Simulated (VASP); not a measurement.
# SiO2 (I-42d) in VASP: single point with LDA

Aim: the single point of SiO2 with LDA.

Everything below comes from runs of VASP 6.6.1. Logs are shortened: lines on timing, memory, paths and dates and some standing lists are left out, and cuts for length are marked.

## (1) The cell of the first run

The typed cell holds 6 atoms: a = 5.252 Å, b = 5.252 Å, c = 5.252 Å, α = 120.01°, β = 120.01°, γ = 89.98°.

## (2) Single point, LDA

INCAR

```
PREC = Accurate
ENCUT = 520
EDIFF = 1E-7
ISMEAR = 0
SIGMA = 0.02
LREAL = False
LASPH = True
NELM = 100
ALGO = Normal
ISIF = 2
LWAVE = False
LCHARG = False
NBANDS = 25
```

KPOINTS

```
Automatic mesh
0
Gamma
  6 6 6
```

POSCAR

```
SiO2
1.0
   -2.6256858640      2.6256858640      3.7146324804
    2.6256858640     -2.6256858640      3.7146324804
    2.6256858640      2.6256858640     -3.7146324804
Si O
2 4
Direct
    0.0000000000      0.0000000000      0.0000000000
    0.7500000000      0.2500000000      0.5000000000
    0.3750000000      0.1257475745      0.2507475745
    0.8757475745      0.6250000000      0.7507475745
    0.8742524255      0.1250000000      0.2492524255
    0.8750000000      0.1242524255      0.7492524255
```

Potentials or basis: VASP PAW LDA potentials, release 64 (Si, O).

Run with:

```bash
> cat potpaw_LDA.64/Si/POTCAR potpaw_LDA.64/O/POTCAR > POTCAR
> mpirun -np 1 vasp_std > vasp.out
```

OUTCAR:

```text
PREC = Accurate
   ENCUT = 520
   EDIFF = 1E-7
   ISMEAR = 0
   LREAL = False
   LASPH = True
   NELM = 100
   ISIF = 2

 ion  position               nearest neighbor table
   1  0.000  0.000  0.000-   5 1.61   4 1.61   3 1.61   6 1.61
   2  0.750  0.250  0.500-   6 1.61   3 1.61   5 1.61   4 1.61
   3  0.375  0.126  0.251-   2 1.61   1 1.61
   4  0.876  0.625  0.751-   1 1.61   2 1.61
   5  0.874  0.125  0.249-   1 1.61   2 1.61
   6  0.875  0.124  0.749-   2 1.61   1 1.61

  LATTYP: Found a body centered tetragonal cell.
 ALAT       =     5.2513717280
 C/A-ratio  =     1.4147284454

  Lattice vectors:

 A1 = (  -2.6256858640,   2.6256858640,   3.7146324804)
 A2 = (   2.6256858640,  -2.6256858640,   3.7146324804)
 A3 = (   2.6256858640,   2.6256858640,  -3.7146324804)

Analysis of symmetry for initial positions (statically):
=====================================================================
 Subroutine PRICEL returns:
 Original cell was already a primitive cell.

 Routine SETGRP: Setting up the symmetry group for a
 body centered tetragonal supercell.

 Subroutine GETGRP returns: Found  8 space group operations
 (whereof  4 operations were pure point group operations)
 out of a pool of 16 trial point group operations.

The static configuration has the point symmetry S_4 .
 The point group associated with its full space group is D_2d.

Analysis of symmetry for dynamics (positions and initial velocities):
=====================================================================
 Subroutine PRICEL returns:
 Original cell was already a primitive cell.

 Routine SETGRP: Setting up the symmetry group for a
 body centered tetragonal supercell.

 Subroutine GETGRP returns: Found  8 space group operations
 (whereof  4 operations were pure point group operations)
 out of a pool of 16 trial point group operations.

The dynamic configuration has the point symmetry S_4 .
 The point group associated with its full space group is D_2d.

 Subroutine INISYM returns: Found  8 space group operations
 (whereof  4 operations are pure point group operations),
 and found     1 'primitive' translations

----------------------------------------------------------------------------------------

                                     Primitive cell

  volume of cell :     102.4381

  direct lattice vectors                    reciprocal lattice vectors
    -2.625685864  2.625685864  3.714632480     0.000000000  0.190426436  0.134602818
     2.625685864 -2.625685864  3.714632480     0.190426436  0.000000000  0.134602818
     2.625685864  2.625685864 -3.714632480     0.190426436  0.190426436  0.000000000

  length of vectors
     5.252327768  5.252327768  5.252327768     0.233195510  0.233195510  0.269303648

  position of ions in fractional coordinates (direct lattice)
     0.000000000  0.000000000  0.000000000
     0.750000000  0.250000000  0.500000000
     0.375000000  0.125747574  0.250747574
     0.875747574  0.625000000  0.750747574
     0.874252426  0.125000000  0.249252426
     0.875000000  0.124252426  0.749252426

  ion indices of the primitive-cell ions
   primitive index   ion index
                 1           1
                 2           2
                 3           3
                 4           4
                 5           5
                 6           6

----------------------------------------------------------------------------------------

 KPOINTS: Automatic mesh

Automatic generation of k-mesh.
 Grid dimensions read from file:
 generate k-points for:    6    6    6

 Generating k-lattice:

  Cartesian coordinates                     Fractional coordinates (reciprocal lattice)
     0.000000000  0.031737739  0.022433803     0.166666667  0.000000000  0.000000000
     0.031737739  0.000000000  0.022433803     0.000000000  0.166666667  0.000000000
     0.031737739  0.031737739  0.000000000     0.000000000  0.000000000  0.166666667

  Length of vectors
     0.038865918  0.038865918  0.044883941

  Shift w.r.t. Gamma in fractional coordinates (k-lattice)
     0.000000000  0.000000000  0.000000000

 Subroutine IBZKPT returns following result:
 ===========================================

 Found     30 irreducible k-points:

 Following reciprocal coordinates:
            Coordinates               Weight
  0.000000  0.000000  0.000000      1.000000
  0.166667  0.000000 -0.000000      8.000000
  0.333333  0.000000 -0.000000      8.000000
  0.500000  0.000000 -0.000000      4.000000
  0.166667  0.166667 -0.000000      8.000000
  0.333333  0.166667 -0.000000     16.000000
[... 16 lines left out ...]
 -0.333333 -0.333333  0.166667      8.000000
 -0.166667 -0.333333  0.166667      8.000000
 [... further k-points ...]
   k-points           NKPTS =     30   k-points in BZ     NKDIM =     30   number of bands    NBANDS=     25
   number of dos      NEDOS =    301   number of ions     NIONS =      6
   total plane-waves  NPLWV =  64000
   dimension x,y,z NGX =    40 NGY =   40 NGZ =   40
   dimension x,y,z NGXF=    80 NGYF=   80 NGZF=   80
   ions per type =               2   4
   NGX,Y,Z   is equivalent  to a cutoff of  12.66, 12.66, 12.66 a.u.
   NGXF,Y,Z  is equivalent  to a cutoff of  25.32, 25.32, 25.32 a.u.
 SYSTEM =  unknown system
   PREC   = accura    normal or accurate (medium, high low for compatibility)
   ISTART =      0    job   : 0-new  1-cont  2-samecut
   ICHARG =      2    charge: 1-file 2-atom 10-const
   ISPIN  =      1    spin polarized calculation?
   LNONCOLLINEAR =      F non collinear calculations
   LSORBIT =      F    spin-orbit coupling
   LASPH  =      T    aspherical Exc in radial PAW
   ENCUT  =  520.0 eV  38.22 Ry    6.18 a.u.   9.77  9.77  9.77*2*pi/ulx,y,z
   NELM   =    100;   NELMIN=  2; NELMDL= -5     # of ELM steps
   EDIFF  = 0.1E-06   stopping-criterion for ELM
   LREAL  =      F    real-space projection
   EDIFFG = 0.1E-05   stopping-criterion for IOM
   NSW    =      0    number of steps for IOM
   IBRION =     -1    ionic relax: 0-MD 1-quasi-New 2-CG
   NFREE  =      0    steps in history (QN), initial steepest desc. (CG)
   ISIF   =      2    stress and relaxation
   ISYM   =      2    0-nonsym 1-usesym 2-fastsym
   POTIM  = 0.5000    time-step for ionic-motion
   TEBEG  =    0.0;   TEEND  =   0.0 temperature during run
   PSTRESS=    0.0 pullay stress
   NELECT =      32.0000    total number of electrons
   NUPDOWN=      -1.0000    fix difference up-down
   EMIN   =  10.00;   EMAX   =-10.00  energy-range for DOS
   EFERMI =   0.00;   METHOD = LEGACY
   ISMEAR =     0;   SIGMA  =   0.02  broadening in eV -4-tet -1-fermi 0-gaus
   EFERMI_NEDOS =   21; number of points for ismear=-14 and -15
   IALGO  =     38    algorithm
   IMIX   =      4    mixing-type and parameters
     AMIX     =   0.40;   BMIX     =  1.00
     AMIX_MAG =   1.60;   BMIX_MAG =  1.00
  volume/ion in A,a.u.               =      17.07       115.21
  Fermi-wavevector in a.u.,A,eV,Ry     =   1.110805  2.099116 16.788052  1.233887
  Thomas-Fermi vector in A             =   2.247361
   LORBIT       =      0    0 simple, 1 ext, 2 COOP (PROOUT), +10 PAW based schemes
   GGA     = CA    functional components
   LHFCALC =     F    Hartree Fock is set to
   AEXX    =    0.0000 exact exchange contribution
   IVDW    =     0    specifies the selected vdW correction
   LEPSILON=     F    determine dielectric tensor
   LRPA    =     F    only Hartree local field effects (RPA)
 non-spin polarized calculation
 Gauss-broadening in eV      SIGMA  =   0.02
  energy-cutoff  :      520.00
  volume of cell :      102.44
 maximum number of plane-waves:      2785
   NGX = 19   NGY = 19   NGZ = 19

 number of electron      32.0000000 magnetization

 Free energy of the ion-electron system (eV)
  ---------------------------------------------------
  ext. energy  EPLUGINS =         0.00000000
  ---------------------------------------------------
  free energy    TOTEN  =       -51.79449099 eV

  energy without entropy =      -51.79449099  energy(sigma->0) =      -51.79449099

 E-fermi :  -0.9792     XC(G=0):  -7.9520

 val. band max:       -1.1574004981   @ k =   0.5000   0.0000  -0.0000
 cond. band min:       4.1121175346   @ k =   0.0000   0.0000   0.0000
 fundamental gap:      5.2695180328
 Fermi energy:        -0.9792269898

 k-point     1 :       0.0000    0.0000    0.0000
  band No.  band energies     occupation
      1     -20.3150      2.00000
      2     -18.2338      2.00000
      3     -18.2328      2.00000
      4     -18.2328      2.00000
      5     -11.3047      2.00000
      6      -7.1726      2.00000
[... 17 lines left out ...]
     24      10.5896      0.00000
     25      11.4459      0.00000

 k-point     2 :       0.1667    0.0000   -0.0000
  band No.  band energies     occupation
      1     -20.2378      2.00000
      2     -18.3830      2.00000
      3     -18.2362      2.00000
      4     -18.2355      2.00000
      5     -11.0586      2.00000
      6      -7.2790      2.00000
[... 17 lines left out ...]
     24      10.6826      0.00000
     25      11.9864      0.00000

 k-point     3 :       0.3333    0.0000   -0.0000
  band No.  band energies     occupation
      1     -20.0419      2.00000
      2     -18.7152      2.00000
      3     -18.2419      2.00000
      4     -18.2412      2.00000
      5     -10.5010      2.00000
      6      -7.5691      2.00000
[... 17 lines left out ...]
     24      10.6351      0.00000
     25      12.1389      0.00000

 k-point     4 :       0.5000    0.0000   -0.0000
  band No.  band energies     occupation
      1     -19.9024      2.00000
      2     -18.9188      2.00000
      3     -18.2446      2.00000
      4     -18.2439      2.00000
      5     -10.1611      2.00000
      6      -7.7817      2.00000
[... 17 lines left out ...]
     24      10.4019      0.00000
     25      11.4610      0.00000
[... 477 lines left out ...]
 k-point    22 :      -0.1667    0.5000    0.1667
  band No.  band energies     occupation
      1     -19.8451      2.00000
      2     -18.9902      2.00000
      3     -18.2509      2.00000
      4     -18.2469      2.00000
      5      -9.9945      2.00000
      6      -8.0199      2.00000
[... 17 lines left out ...]
     24      10.5230      0.00000
     25      11.4596      0.00000

 k-point    23 :      -0.3333   -0.3333    0.1667
  band No.  band energies     occupation
      1     -19.8470      2.00000
      2     -18.9843      2.00000
      3     -18.2538      2.00000
      4     -18.2484      2.00000
      5      -9.9716      2.00000
      6      -8.1057      2.00000
[... 17 lines left out ...]
     24      10.9888      0.00000
     25      11.1665      0.00000

 k-point    24 :      -0.1667   -0.3333    0.1667
  band No.  band energies     occupation
      1     -20.0429      2.00000
      2     -18.7084      2.00000
      3     -18.2448      2.00000
      4     -18.2444      2.00000
      5     -10.4885      2.00000
      6      -7.6818      2.00000
[... 17 lines left out ...]
     24      10.7320      0.00000
     25      11.5192      0.00000

 [... further k-points ...]
[... 5 lines left out ...]
  --------------------------------------------------------------------------------------
  -------------------------------------------------------------------------------------
  Total       -1.6432330     -1.6432330     -1.6573742      0.0000000      0.0000000      0.0000000
  in kB      -25.7009015    -25.7009015    -25.9220754      0.0000000      0.0000000      0.0000000
  external PRESSURE =     -25.7746261 kB  Pullay stress =       0.0000000 kB

 VOLUME and BASIS-vectors are now :
 -----------------------------------------------------------------------------
  energy-cutoff  :      520.00
  volume of cell :      102.44
      direct lattice vectors                 reciprocal lattice vectors
    -2.625685864  2.625685864  3.714632480     0.000000000  0.190426436  0.134602818
     2.625685864 -2.625685864  3.714632480     0.190426436  0.000000000  0.134602818
     2.625685864  2.625685864 -3.714632480     0.190426436  0.190426436  0.000000000

 POSITION                                       TOTAL-FORCE (eV/Angst)
 -----------------------------------------------------------------------------------
      0.00000      0.00000      0.00000         0.000000      0.000000      0.000000
     -0.00000      2.62569      1.85732        -0.000000      0.000000     -0.000000
      0.00393      1.31284      0.92866        -0.000149      0.000000      0.000000
      1.31284      2.62961      2.78597         0.000000     -0.000149      0.000000
     -1.31284      2.62176      2.78597        -0.000000      0.000149      0.000000
     -0.00393      3.93853      0.92866         0.000149      0.000000      0.000000
 -----------------------------------------------------------------------------------
    total drift:                                0.000001      0.000001      0.000001

  FREE ENERGIE OF THE ION-ELECTRON SYSTEM (eV)
  ---------------------------------------------------
  free  energy   TOTEN  =       -51.7944909874 eV

  energy  without entropy=      -51.7944909874  energy(sigma->0) =      -51.79449099
```

Wall time 31 s (1 thread of Intel Xeon 6975P-C (Granite Rapids), shared host); peak memory 0.22 GiB.

What came out:

* Free energy: -51.7945 eV
* Pressure: -2.6 GPa
* Band gap on the k mesh: 5.27 eV, indirect (least direct gap 5.28 eV)

Levels at points of the mesh, in eV from the valence-band top:
```csv
k point,band 14,band 15,band 16,band 17,band 18,band 19
"(0.00, 0.00, 0.00)",-0.01,-0.01,-0.01,5.27,8.44,8.44
"(0.50, 0.00, 0.00)",-1.01,-1.01,0.00,7.45,7.89,8.30
"(0.50, 0.50, 0.00)",-1.44,-0.68,-0.68,8.10,8.10,10.27
"(0.50, 0.50, 0.50)",-1.44,-0.67,-0.67,8.10,8.10,10.27
```

A k mesh can miss the band edges. Expect the measured gap to be larger: semilocal functionals such as LDA lack the derivative discontinuity.
